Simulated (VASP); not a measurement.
# Be (Fm-3m) in VASP: single point with PBE

Aim: the single point of Be with PBE.

Program: VASP 6.6.1. These are calculated values, not measurements. Logs are shortened: lines on timing, memory, paths and dates and some standing lists are left out, and cuts for length are marked.

## (1) The cell of the first run

It takes space group Fm-3m (No. 225, cubic). Conventional cell: a = 4.361 Å, b = 4.361 Å, c = 4.361 Å, α = 90.00°, β = 90.00°, γ = 90.00°. Within 4.1 Å of Be (site symmetry m-3m) lie 12 Be at 3.08 Å.

This isn't the form of Be at room conditions, which is hcp.

## (2) Single point, PBE (Ba replaced by Be, lengths x 0.668, strained)

The input, INCAR:

```
PREC = Accurate ; ENCUT = 520
EDIFF = 1E-6 ; ISMEAR = 0
SIGMA = 0.1 ; LREAL = F
LASPH = T ; NELM = 80
ALGO = Fast ; ISIF = 2
LWAVE = F ; LCHARG = F
GGA = PE ; NBANDS = 7
```

The input, KPOINTS:

```
Automatic mesh
0
Gamma
  16 16 16
```

The input, POSCAR:

```
Be
1.0
    0.0000000000      2.1806891127      2.1806891127
    2.1806891127      0.0000000000      2.1806891127
    2.1806891127      2.1806891127      0.0000000000
Be
1
Direct
    0.0000000000      0.0000000000      0.0000000000
```

Potentials or basis: VASP PAW PBE potentials, release 64 (Be).

Launch:

```
$ cat potpaw_PBE.64/Be/POTCAR > POTCAR
$ mpirun -np 1 vasp_std > vasp.out
```

OUTCAR:

```text
PREC = Accurate
   ENCUT = 520
   EDIFF = 1E-6
   ISMEAR = 0
   LREAL = F
   LASPH = T
   NELM = 80
   ISIF = 2
   GGA = PE

 ion  position               nearest neighbor table
   1  0.000  0.000  0.000-

  LATTYP: Found a face centered cubic cell.
 ALAT       =     4.3613782254

  Lattice vectors:

 A1 = (   0.0000000000,   2.1806891127,   2.1806891127)
 A2 = (   2.1806891127,   0.0000000000,   2.1806891127)
 A3 = (   2.1806891127,   2.1806891127,   0.0000000000)

Analysis of symmetry for initial positions (statically):
=====================================================================
 Subroutine PRICEL returns:
 Original cell was already a primitive cell.

 Routine SETGRP: Setting up the symmetry group for a
 face centered cubic supercell.

 Subroutine GETGRP returns: Found 48 space group operations
 (whereof 48 operations were pure point group operations)
 out of a pool of 48 trial point group operations.

The static configuration has the point symmetry O_h .

Analysis of symmetry for dynamics (positions and initial velocities):
=====================================================================
 Subroutine PRICEL returns:
 Original cell was already a primitive cell.

 Routine SETGRP: Setting up the symmetry group for a
 face centered cubic supercell.

 Subroutine GETGRP returns: Found 48 space group operations
 (whereof 48 operations were pure point group operations)
 out of a pool of 48 trial point group operations.

The dynamic configuration has the point symmetry O_h .

 Subroutine INISYM returns: Found 48 space group operations
 (whereof 48 operations are pure point group operations),
 and found     1 'primitive' translations

----------------------------------------------------------------------------------------

                                     Primitive cell

  volume of cell :      20.7401

  direct lattice vectors                    reciprocal lattice vectors
     0.000000000  2.180689113  2.180689113    -0.229285320  0.229285320  0.229285320
     2.180689113  0.000000000  2.180689113     0.229285320 -0.229285320  0.229285320
     2.180689113  2.180689113  0.000000000     0.229285320  0.229285320 -0.229285320

  length of vectors
     3.083960118  3.083960118  3.083960118     0.397133823  0.397133823  0.397133823

  position of ions in fractional coordinates (direct lattice)
     0.000000000  0.000000000  0.000000000

  ion indices of the primitive-cell ions
   primitive index   ion index
                 1           1

----------------------------------------------------------------------------------------

 KPOINTS: Automatic mesh

Automatic generation of k-mesh.
 Grid dimensions read from file:
 generate k-points for:   16   16   16

 Generating k-lattice:

  Cartesian coordinates                     Fractional coordinates (reciprocal lattice)
    -0.014330332  0.014330332  0.014330332     0.062500000  0.000000000  0.000000000
     0.014330332 -0.014330332  0.014330332     0.000000000  0.062500000  0.000000000
     0.014330332  0.014330332 -0.014330332     0.000000000  0.000000000  0.062500000

  Length of vectors
     0.024820864  0.024820864  0.024820864

  Shift w.r.t. Gamma in fractional coordinates (k-lattice)
     0.000000000  0.000000000  0.000000000

 Subroutine IBZKPT returns following result:
 ===========================================

 Found    145 irreducible k-points:

 Following reciprocal coordinates:
            Coordinates               Weight
  0.000000  0.000000  0.000000      1.000000
  0.062500  0.000000  0.000000      8.000000
  0.125000  0.000000  0.000000      8.000000
  0.187500  0.000000  0.000000      8.000000
  0.250000  0.000000  0.000000      8.000000
  0.312500  0.000000  0.000000      8.000000
[... 16 lines left out ...]
 -0.125000  0.062500  0.000000     24.000000
 -0.062500  0.062500  0.000000     12.000000
 [... further k-points ...]
   k-points           NKPTS =    145   k-points in BZ     NKDIM =    145   number of bands    NBANDS=      7
   number of dos      NEDOS =    301   number of ions     NIONS =      1
   total plane-waves  NPLWV =  13824
   dimension x,y,z NGX =    24 NGY =   24 NGZ =   24
   dimension x,y,z NGXF=    48 NGYF=   48 NGZF=   48
   ions per type =               1
   NGX,Y,Z   is equivalent  to a cutoff of  12.94, 12.94, 12.94 a.u.
   NGXF,Y,Z  is equivalent  to a cutoff of  25.88, 25.88, 25.88 a.u.
 SYSTEM =  unknown system
   PREC   = accura    normal or accurate (medium, high low for compatibility)
   ISTART =      0    job   : 0-new  1-cont  2-samecut
   ICHARG =      2    charge: 1-file 2-atom 10-const
   ISPIN  =      1    spin polarized calculation?
   LNONCOLLINEAR =      F non collinear calculations
   LSORBIT =      F    spin-orbit coupling
   LASPH  =      T    aspherical Exc in radial PAW
   ENCUT  =  520.0 eV  38.22 Ry    6.18 a.u.   5.73  5.73  5.73*2*pi/ulx,y,z
   NELM   =     80;   NELMIN=  2; NELMDL= -5     # of ELM steps
   EDIFF  = 0.1E-05   stopping-criterion for ELM
   LREAL  =      F    real-space projection
   EDIFFG = 0.1E-04   stopping-criterion for IOM
   NSW    =      0    number of steps for IOM
   IBRION =     -1    ionic relax: 0-MD 1-quasi-New 2-CG
   NFREE  =      0    steps in history (QN), initial steepest desc. (CG)
   ISIF   =      2    stress and relaxation
   ISYM   =      2    0-nonsym 1-usesym 2-fastsym
   POTIM  = 0.5000    time-step for ionic-motion
   TEBEG  =    0.0;   TEEND  =   0.0 temperature during run
   PSTRESS=    0.0 pullay stress
   NELECT =       2.0000    total number of electrons
   NUPDOWN=      -1.0000    fix difference up-down
   EMIN   =  10.00;   EMAX   =-10.00  energy-range for DOS
   EFERMI =   0.00;   METHOD = LEGACY
   ISMEAR =     0;   SIGMA  =   0.10  broadening in eV -4-tet -1-fermi 0-gaus
   EFERMI_NEDOS =   21; number of points for ismear=-14 and -15
   IALGO  =     68    algorithm
   IMIX   =      4    mixing-type and parameters
     AMIX     =   0.40;   BMIX     =  1.00
     AMIX_MAG =   1.60;   BMIX_MAG =  1.00
  volume/ion in A,a.u.               =      20.74       139.96
  Fermi-wavevector in a.u.,A,eV,Ry     =   0.750725  1.418665  7.668088  0.563589
  Thomas-Fermi vector in A             =   1.847542
   LORBIT       =      0    0 simple, 1 ext, 2 COOP (PROOUT), +10 PAW based schemes
   GGA     = PE    functional components
   LHFCALC =     F    Hartree Fock is set to
   AEXX    =    0.0000 exact exchange contribution
   IVDW    =     0    specifies the selected vdW correction
   LEPSILON=     F    determine dielectric tensor
   LRPA    =     F    only Hartree local field effects (RPA)
 non-spin polarized calculation
 RMM-DIIS sequential band-by-band and
 Gauss-broadening in eV      SIGMA  =   0.10
  energy-cutoff  :      520.00
  volume of cell :       20.74
 maximum number of plane-waves:       568
   NGX = 11   NGY = 11   NGZ = 11

 number of electron       2.0000000 magnetization

 Free energy of the ion-electron system (eV)
  ---------------------------------------------------
  ext. energy  EPLUGINS =         0.00000000
  ---------------------------------------------------
  free energy    TOTEN  =        -1.95736775 eV

  energy without entropy =       -1.95441060  energy(sigma->0) =       -1.95588917

 E-fermi :   0.9429     XC(G=0):  -7.8234

 val. band max:        0.9254396579   @ k =  -0.3750   0.2500   0.0625
 cond. band min:       0.9622738387   @ k =   0.4375   0.0000   0.0000
 fundamental gap:      0.0368341808
 Fermi energy:         0.9429399651

 k-point     1 :       0.0000    0.0000    0.0000
  band No.  band energies     occupation
      1      -5.5039      2.00000
      2      10.0177      0.00000
      3      10.0177      0.00000
      4      10.0177      0.00000
      5      17.6689      0.00000
      6      17.6689      0.00000
      7      17.6690      0.00000

 k-point     2 :       0.0625    0.0000    0.0000
  band No.  band energies     occupation
      1      -5.4240      2.00000
      2       9.6478      0.00000
      3       9.9495      0.00000
      4       9.9495      0.00000
      5      16.9517      0.00000
      6      17.8250      0.00000
      7      17.8250      0.00000

 k-point     3 :       0.1250    0.0000    0.0000
  band No.  band energies     occupation
      1      -5.1843      2.00000
      2       8.6242      0.00000
      3       9.7701      0.00000
      4       9.7701      0.00000
      5      16.2793      0.00000
      6      18.1814      0.00000
      7      18.1814      0.00000

 k-point     4 :       0.1875    0.0000    0.0000
  band No.  band energies     occupation
      1      -4.7852      2.00000
      2       7.1844      0.00000
      3       9.5349      0.00000
      4       9.5349      0.00000
      5      16.0298      0.00000
      6      18.3231      0.00000
      7      18.3231      0.00000

 k-point     5 :       0.2500    0.0000    0.0000
  band No.  band energies     occupation
      1      -4.2273      2.00000
      2       5.5743      0.00000
      3       9.2967      0.00000
      4       9.2967      0.00000
      5      16.0616      0.00000
      6      17.9089      0.00000
      7      17.9089      0.00000
[... 161 lines left out ...]
 k-point    22 :      -0.1875    0.0625    0.0000
  band No.  band energies     occupation
      1      -4.5460      2.00000
      2       6.7012      0.00000
      3       8.7705      0.00000
      4       9.7425      0.00000
      5      15.9484      0.00000
      6      17.8491      0.00000
      7      18.1651      0.00000

 k-point    23 :      -0.1250    0.0625    0.0000
  band No.  band energies     occupation
      1      -4.9980      2.00000
      2       8.1999      0.00000
      3       9.0613      0.00000
      4       9.9361      0.00000
      5      15.9833      0.00000
      6      18.2231      0.00000
      7      18.4561      0.00000

 k-point    24 :      -0.0625    0.0625    0.0000
  band No.  band energies     occupation
      1      -5.2908      2.00000
      2       9.3067      0.00000
      3       9.4324      0.00000
      4      10.0174      0.00000
      5      16.3605      0.00000
      6      17.9135      0.00000
      7      18.3109      0.00000

 [... further k-points ...]
[... 5 lines left out ...]
  --------------------------------------------------------------------------------------
  -------------------------------------------------------------------------------------
  Total       -2.6597391     -2.6597391     -2.6597391      0.0000000      0.0000000      0.0000000
  in kB     -205.4652432   -205.4652432   -205.4652432      0.0000000      0.0000000      0.0000000
  external PRESSURE =    -205.4652432 kB  Pullay stress =       0.0000000 kB

 VOLUME and BASIS-vectors are now :
 -----------------------------------------------------------------------------
  energy-cutoff  :      520.00
  volume of cell :       20.74
      direct lattice vectors                 reciprocal lattice vectors
     0.000000000  2.180689113  2.180689113    -0.229285320  0.229285320  0.229285320
     2.180689113  0.000000000  2.180689113     0.229285320 -0.229285320  0.229285320
     2.180689113  2.180689113  0.000000000     0.229285320  0.229285320 -0.229285320

 POSITION                                       TOTAL-FORCE (eV/Angst)
 -----------------------------------------------------------------------------------
      0.00000      0.00000      0.00000         0.000000      0.000000      0.000000
 -----------------------------------------------------------------------------------
    total drift:                                0.000000     -0.000000     -0.000000

  FREE ENERGIE OF THE ION-ELECTRON SYSTEM (eV)
  ---------------------------------------------------
  free  energy   TOTEN  =        -1.9573677547 eV

  energy  without entropy=       -1.9544105950  energy(sigma->0) =       -1.95588917
```

It took 8.6 s on 1 thread of Intel Xeon Platinum 8259CL at 2.50GHz (Skylake/Cascade Lake), shared host; peak memory 0.14 GiB.

What came out:

```
Free energy            : -1.9574 eV
Pressure               : -20.5 GPa
Band gap on the k mesh : zero (bands 1 and 2 overlap by 2.28 eV)
```

Caveat: the cell differs from its parent crystal (Ba replaced by Be, lengths x 0.668, strained); the cell stands under tension.
